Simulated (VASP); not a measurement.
# Mo in VASP: single point with PBE

Aim: the single point of Mo with PBE.

Program: VASP 6.6.1. These are calculated values, not measurements. Logs are shortened: lines on timing, memory, paths and dates and some standing lists are left out, and cuts for length are marked.

**1. The cell of the first run**

The cell holds a slab with vacuum, 6 atoms: a = 3.161 Å, b = 3.161 Å, c = 23.902 Å, α = 90.00°, β = 90.00°, γ = 90.00°.

**2. Single point, PBE**

INCAR reads:

```
PREC     = Accurate       # precision mode
ENCUT    = 520            # plane-wave cutoff, eV
EDIFF    = 1E-6           # SCF threshold, eV
ISMEAR   = -1             # smearing method
SIGMA    = 0.08           # smearing width, eV
LREAL    = F              # projectors in reciprocal space
LASPH    = T              # aspherical terms in the spheres
NELM     = 80             # most SCF steps
ALGO     = Normal         # electronic algorithm
ISIF     = 2              # what is computed and relaxed
LWAVE    = F              # write WAVECAR
LCHARG   = F              # write CHGCAR
GGA      = PE             # functional
NBANDS   = 51             # bands
```

KPOINTS reads:

```
Automatic mesh
0
Gamma
  12 12 1
```

POSCAR reads:

```
Mo
1.0
    3.1607300469      0.0000000000      0.0000000000
    0.0000000000      3.1607300469      0.0000000000
    0.0000000000      0.0000000000     23.9018000000
Mo
6
Direct
    0.2500000000      0.2500000000      0.3415197170
    0.7500000000      0.7500000000      0.3989621902
    0.2500000000      0.2500000000      0.4683481369
    0.7500000000      0.7500000000      0.5316519066
    0.2500000000      0.2500000000      0.6010377989
    0.7500000000      0.7500000000      0.6584802504
```

Potentials or basis: VASP PAW PBE potentials, release 64 (Mo_sv).

Started as:

```bash
> cat potpaw_PBE.64/Mo_sv/POTCAR > POTCAR
> mpirun -np 1 vasp_std > vasp.out
```

OUTCAR:

```text
PREC = Accurate
   ENCUT = 520
   EDIFF = 1E-6
   ISMEAR = -1
   LREAL = F
   LASPH = T
   NELM = 80
   ISIF = 2
   GGA = PE

 ion  position               nearest neighbor table
   1  0.250  0.250  0.342-   2 2.62   2 2.62   2 2.62   2 2.62   3 3.03
   2  0.750  0.750  0.399-   1 2.62   1 2.62   1 2.62   1 2.62   3 2.78   3 2.78   3 2.78   3 2.78
                             4 3.17
   3  0.250  0.250  0.468-   4 2.70   4 2.70   4 2.70   4 2.70   2 2.78   2 2.78   2 2.78   2 2.78
                             1 3.03   5 3.17
   4  0.750  0.750  0.532-   3 2.70   3 2.70   3 2.70   3 2.70   5 2.78   5 2.78   5 2.78   5 2.78
                             6 3.03   2 3.17
   5  0.250  0.250  0.601-   6 2.62   6 2.62   6 2.62   6 2.62   4 2.78   4 2.78   4 2.78   4 2.78
                             3 3.17
   6  0.750  0.750  0.658-   5 2.62   5 2.62   5 2.62   5 2.62   4 3.03

  LATTYP: Found a simple tetragonal cell.
 ALAT       =     3.1607300469
 C/A-ratio  =     7.5621137033

  Lattice vectors:

 A1 = (   3.1607300469,   0.0000000000,   0.0000000000)
 A2 = (   0.0000000000,   3.1607300469,   0.0000000000)
 A3 = (   0.0000000000,   0.0000000000,  23.9018000000)

Analysis of symmetry for initial positions (statically):
=====================================================================
 Subroutine PRICEL returns:
 Original cell was already a primitive cell.

 Routine SETGRP: Setting up the symmetry group for a
 simple tetragonal supercell.

 Subroutine GETGRP returns: Found 16 space group operations
 (whereof  4 operations were pure point group operations)
 out of a pool of 16 trial point group operations.

The static configuration has the point symmetry C_2h.
 The point group associated with its full space group is D_4h.

Analysis of symmetry for dynamics (positions and initial velocities):
=====================================================================
 Subroutine PRICEL returns:
 Original cell was already a primitive cell.

 Routine SETGRP: Setting up the symmetry group for a
 simple tetragonal supercell.

 Subroutine GETGRP returns: Found 16 space group operations
 (whereof  4 operations were pure point group operations)
 out of a pool of 16 trial point group operations.

The dynamic configuration has the point symmetry C_2h.
 The point group associated with its full space group is D_4h.

 Subroutine INISYM returns: Found 16 space group operations
 (whereof  4 operations are pure point group operations),
 and found     1 'primitive' translations

----------------------------------------------------------------------------------------

                                     Primitive cell

  volume of cell :     238.7841

  direct lattice vectors                    reciprocal lattice vectors
     3.160730047  0.000000000  0.000000000     0.316382603  0.000000000  0.000000000
     0.000000000  3.160730047  0.000000000     0.000000000  0.316382603  0.000000000
     0.000000000  0.000000000 23.901800000     0.000000000  0.000000000  0.041837853

  length of vectors
     3.160730047  3.160730047 23.901800000     0.316382603  0.316382603  0.041837853

  position of ions in fractional coordinates (direct lattice)
     0.250000000  0.250000000  0.341519717
     0.750000000  0.750000000  0.398962190
     0.250000000  0.250000000  0.468348137
     0.750000000  0.750000000  0.531651907
     0.250000000  0.250000000  0.601037799
     0.750000000  0.750000000  0.658480250

  ion indices of the primitive-cell ions
   primitive index   ion index
                 1           1
                 2           2
                 3           3
                 4           4
                 5           5
                 6           6

----------------------------------------------------------------------------------------

 KPOINTS: Automatic mesh

Automatic generation of k-mesh.
 Grid dimensions read from file:
 generate k-points for:   12   12    1

 Generating k-lattice:

  Cartesian coordinates                     Fractional coordinates (reciprocal lattice)
     0.026365217  0.000000000  0.000000000     0.083333333  0.000000000  0.000000000
     0.000000000  0.026365217  0.000000000     0.000000000  0.083333333  0.000000000
     0.000000000  0.000000000  0.041837853     0.000000000  0.000000000  1.000000000

  Length of vectors
     0.026365217  0.026365217  0.041837853

  Shift w.r.t. Gamma in fractional coordinates (k-lattice)
     0.000000000  0.000000000  0.000000000

 Subroutine IBZKPT returns following result:
 ===========================================

 Found     28 irreducible k-points:

 Following reciprocal coordinates:
            Coordinates               Weight
  0.000000  0.000000  0.000000      1.000000
  0.083333  0.000000  0.000000      4.000000
  0.166667  0.000000  0.000000      4.000000
  0.250000  0.000000  0.000000      4.000000
  0.333333  0.000000  0.000000      4.000000
  0.416667  0.000000  0.000000      4.000000
[... 16 lines left out ...]
  0.333333  0.333333  0.000000      4.000000
  0.416667  0.333333  0.000000      8.000000
 [... further k-points ...]
   k-points           NKPTS =     28   k-points in BZ     NKDIM =     28   number of bands    NBANDS=     51
   number of dos      NEDOS =    301   number of ions     NIONS =      6
   total plane-waves  NPLWV = 103680
   dimension x,y,z NGX =    24 NGY =   24 NGZ =  180
   dimension x,y,z NGXF=    48 NGYF=   48 NGZF=  360
   ions per type =               6
   NGX,Y,Z   is equivalent  to a cutoff of  12.62, 12.62, 12.52 a.u.
   NGXF,Y,Z  is equivalent  to a cutoff of  25.25, 25.25, 25.04 a.u.
 SYSTEM =  unknown system
   PREC   = accura    normal or accurate (medium, high low for compatibility)
   ISTART =      0    job   : 0-new  1-cont  2-samecut
   ICHARG =      2    charge: 1-file 2-atom 10-const
   ISPIN  =      1    spin polarized calculation?
   LNONCOLLINEAR =      F non collinear calculations
   LSORBIT =      F    spin-orbit coupling
   LASPH  =      T    aspherical Exc in radial PAW
   ENCUT  =  520.0 eV  38.22 Ry    6.18 a.u.   5.88  5.88 44.44*2*pi/ulx,y,z
   NELM   =     80;   NELMIN=  2; NELMDL= -5     # of ELM steps
   EDIFF  = 0.1E-05   stopping-criterion for ELM
   LREAL  =      F    real-space projection
   EDIFFG = 0.1E-04   stopping-criterion for IOM
   NSW    =      0    number of steps for IOM
   IBRION =     -1    ionic relax: 0-MD 1-quasi-New 2-CG
   NFREE  =      0    steps in history (QN), initial steepest desc. (CG)
   ISIF   =      2    stress and relaxation
   ISYM   =      2    0-nonsym 1-usesym 2-fastsym
   POTIM  = 0.5000    time-step for ionic-motion
   TEBEG  =    0.0;   TEEND  =   0.0 temperature during run
   PSTRESS=    0.0 pullay stress
   NELECT =      84.0000    total number of electrons
   NUPDOWN=      -1.0000    fix difference up-down
   EMIN   =  10.00;   EMAX   =-10.00  energy-range for DOS
   EFERMI =   0.00;   METHOD = LEGACY
   ISMEAR =    -1;   SIGMA  =   0.08  broadening in eV -4-tet -1-fermi 0-gaus
   EFERMI_NEDOS =   21; number of points for ismear=-14 and -15
   IALGO  =     38    algorithm
   IMIX   =      4    mixing-type and parameters
     AMIX     =   0.40;   BMIX     =  1.00
     AMIX_MAG =   1.60;   BMIX_MAG =  1.00
  volume/ion in A,a.u.               =      39.80       268.57
  Fermi-wavevector in a.u.,A,eV,Ry     =   1.155667  2.183894 18.171488  1.335567
  Thomas-Fermi vector in A             =   2.292294
   LORBIT       =      0    0 simple, 1 ext, 2 COOP (PROOUT), +10 PAW based schemes
   GGA     = PE    functional components
   LHFCALC =     F    Hartree Fock is set to
   AEXX    =    0.0000 exact exchange contribution
   IVDW    =     0    specifies the selected vdW correction
   LEPSILON=     F    determine dielectric tensor
   LRPA    =     F    only Hartree local field effects (RPA)
 non-spin polarized calculation
  energy-cutoff  :      520.00
  volume of cell :      238.78
 maximum number of plane-waves:      6504
 NGX is ok and might be reduce to    24
   NGX = 11   NGY = 11   NGZ = 89

 number of electron      84.0000008 magnetization

 Free energy of the ion-electron system (eV)
  ---------------------------------------------------
  ext. energy  EPLUGINS =         0.00000000
  ---------------------------------------------------
  free energy    TOTEN  =       -61.73571501 eV

  energy without entropy =      -61.61899535  energy(sigma->0) =      -61.67735518

 E-fermi :   2.5981     XC(G=0):  -6.1921

 val. band max:        2.5811148455   @ k =   0.0000   0.0000   0.0000
 cond. band min:       2.6158757607   @ k =   0.0000   0.0000   0.0000
 fundamental gap:      0.0347609152
 Fermi energy:         2.5981313551

 k-point     1 :       0.0000    0.0000    0.0000
  band No.  band energies     occupation
      1     -58.4090      2.00000
      2     -58.3186      2.00000
      3     -58.2266      2.00000
      4     -58.0651      2.00000
      5     -57.8584      2.00000
      6     -57.8565      2.00000
[... 43 lines left out ...]
     50       4.4052      0.00000
     51       4.4052      0.00000

 k-point     2 :       0.0833    0.0000    0.0000
  band No.  band energies     occupation
      1     -58.4009      2.00000
      2     -58.3120      2.00000
      3     -58.2228      2.00000
      4     -58.0681      2.00000
      5     -57.8622      2.00000
      6     -57.8606      2.00000
[... 43 lines left out ...]
     50       4.2280      0.00000
     51       4.2973      0.00000

 k-point     3 :       0.1667    0.0000    0.0000
  band No.  band energies     occupation
      1     -58.3776      2.00000
      2     -58.2933      2.00000
      3     -58.2125      2.00000
      4     -58.0776      2.00000
      5     -57.8732      2.00000
      6     -57.8723      2.00000
[... 43 lines left out ...]
     50       4.2191      0.00000
     51       4.3606      0.00000
[... 1027 lines left out ...]
 k-point    23 :       0.3333    0.3333    0.0000
  band No.  band energies     occupation
      1     -58.2335      2.00000
      2     -58.1901      2.00000
      3     -58.1647      2.00000
      4     -58.1444      2.00000
      5     -57.9141      2.00000
      6     -57.9140      2.00000
[... 43 lines left out ...]
     50       4.8340      0.00000
     51       4.8604      0.00000

 k-point    24 :       0.4167    0.3333    0.0000
  band No.  band energies     occupation
      1     -58.2076      2.00000
      2     -58.1766      2.00000
      3     -58.1627      2.00000
      4     -58.1606      2.00000
      5     -57.9157      2.00000
      6     -57.9156      2.00000
[... 43 lines left out ...]
     50       4.9965      0.00000
     51       5.0565      0.00000

 [... further k-points ...]

------------------------ aborting loop because EDIFF is reached ----------------------------------------

  FORCE on cell =-STRESS in cart. coord.  units (eV):
  Direction    XX          YY          ZZ          XY          YZ          ZX
  --------------------------------------------------------------------------------------
  -------------------------------------------------------------------------------------
  Total       -2.7920848     -2.7920848      0.2318201     -0.0000000      0.0000000     -0.0000000
  in kB      -18.7341404    -18.7341404      1.5554509     -0.0000000      0.0000000     -0.0000000
  external PRESSURE =     -11.9709433 kB  Pullay stress =       0.0000000 kB

 VOLUME and BASIS-vectors are now :
 -----------------------------------------------------------------------------
  energy-cutoff  :      520.00
  volume of cell :      238.78
      direct lattice vectors                 reciprocal lattice vectors
     3.160730047  0.000000000  0.000000000     0.316382603  0.000000000  0.000000000
     0.000000000  3.160730047  0.000000000     0.000000000  0.316382603  0.000000000
     0.000000000  0.000000000 23.901800000     0.000000000  0.000000000  0.041837853

 POSITION                                       TOTAL-FORCE (eV/Angst)
 -----------------------------------------------------------------------------------
      0.79018      0.79018      8.16294         0.000000      0.000000     -0.038952
      2.37055      2.37055      9.53591        -0.000000     -0.000000      0.010235
      0.79018      0.79018     11.19436         0.000000     -0.000000     -0.009201
      2.37055      2.37055     12.70744         0.000000     -0.000000      0.009201
      0.79018      0.79018     14.36589         0.000000     -0.000000     -0.010235
      2.37055      2.37055     15.73886        -0.000000     -0.000000      0.038952
 -----------------------------------------------------------------------------------
    total drift:                                0.000000      0.000000     -0.000084

  FREE ENERGIE OF THE ION-ELECTRON SYSTEM (eV)
  ---------------------------------------------------
  free  energy   TOTEN  =       -61.7357150080 eV

  energy  without entropy=      -61.6189953535  energy(sigma->0) =      -61.67735518
```

Wall time 16 min (1 thread of Oxide Virtual Turin-like, shared host); peak memory 0.41 GiB.

Results:

```yaml
Free_energy: -61.7357 eV
Largest_force: 0.039 eV/Å
Band_gap_on_the_k_mesh: zero (bands 42 and 43 overlap by 1.81 eV)
```

Forces in eV/Å, atoms in the order of the input:
```
Mo   0.000  0.000 -0.039
Mo   0.000  0.000  0.010
Mo   0.000  0.000 -0.009
Mo   0.000  0.000  0.009
Mo   0.000  0.000 -0.010
Mo   0.000  0.000  0.039
```

Caveat: there is no dipole correction, which matters where the two faces differ.

The gap in the log of VASP goes by the Fermi energy; the results here count the filled bands.